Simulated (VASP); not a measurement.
Write the native input for VASP 6.6.1 that does the following.

| Quantity | Value |
| --- | --- |
| Task | single point |
| Functional | PBE |
| Dispersion | D3(BJ) |
| Potentials or basis | VASP PAW PBE potentials, release 64 (F, H) |
| Cutoff | 520 eV |
| k mesh | 1 × 1 × 1 |
| Occupations | fermi-dirac, width 0.05 eV |
| Spin | no spin polarisation |
| Dipole correction | no |
| Further INCAR settings | LREAL = Auto; ALGO = Normal; EDIFF = 1e-07; NBANDS = 46 |

The structure of HF lies in POSCAR:

```
HF
1.0
    6.4792240000      0.0000000000      0.0000000000
    0.0000000000      6.4792240000      0.0000000000
    0.0000000000      0.0000000000      6.4792240000
F H
8 8
Direct
    0.7308282597      0.3905097277      0.2684580746
    0.3840892057      0.2761287463      0.3926704803
    0.7128168435      1.0421464052      0.9002312623
    1.0575494843      0.3962665899      0.5285355160
    0.3829779616      0.6318966592      1.0604201985
    0.1445389139     -0.0844699921      0.8624335260
    0.8586522090      0.8582200585      0.2572838970
   -0.0432459196      0.0414555817      0.5487231187
    0.6015998212      0.3578514958      0.3207482871
    0.2445354567      0.3371082710      0.4030266587
    0.5885427020      1.1159361059      0.8951534937
    0.9214683734      0.3655684693      0.4579560762
    0.3307340509      0.6879373209      0.9300342140
    0.0646373702     -0.0367636618      0.7413387776
    0.8157304023      0.8877915010      0.1239808965
   -0.1056916692     -0.0238763161      0.4247576562
```

These files were run (other wordings do the same):

INCAR

```
ALGO = Normal
EDIFF = 1E-7
ENCUT = 520
GGA = PE
ISIF = 2
ISMEAR = -1
IVDW = 12
LASPH = True
LCHARG = False
LREAL = Auto
LWAVE = False
NBANDS = 46
NELM = 80
PREC = Accurate
SIGMA = 0.05
```

KPOINTS

```
k-points
0
Gamma
  1 1 1
```

Potentials or basis: VASP PAW PBE potentials, release 64 (F, H).

Launch:

```console
$ cat potpaw_PBE.64/F/POTCAR potpaw_PBE.64/H/POTCAR > POTCAR
$ mpirun -np 1 vasp_gam > vasp.out
```

Results of the run:

- Pressure: -0.2 GPa
- Largest force: 2.266 eV/Å
- Band gap on the k mesh: 6.56 eV
- Dispersion energy per atom: -0.018 eV

Caveat: the k points lie up to 0.97 Å⁻¹ apart.

Run time: 11 s on 1 thread of AMD EPYC 9R45 96-Core Processor (Zen 5), with other jobs on the host, peak memory 0.26 GiB.
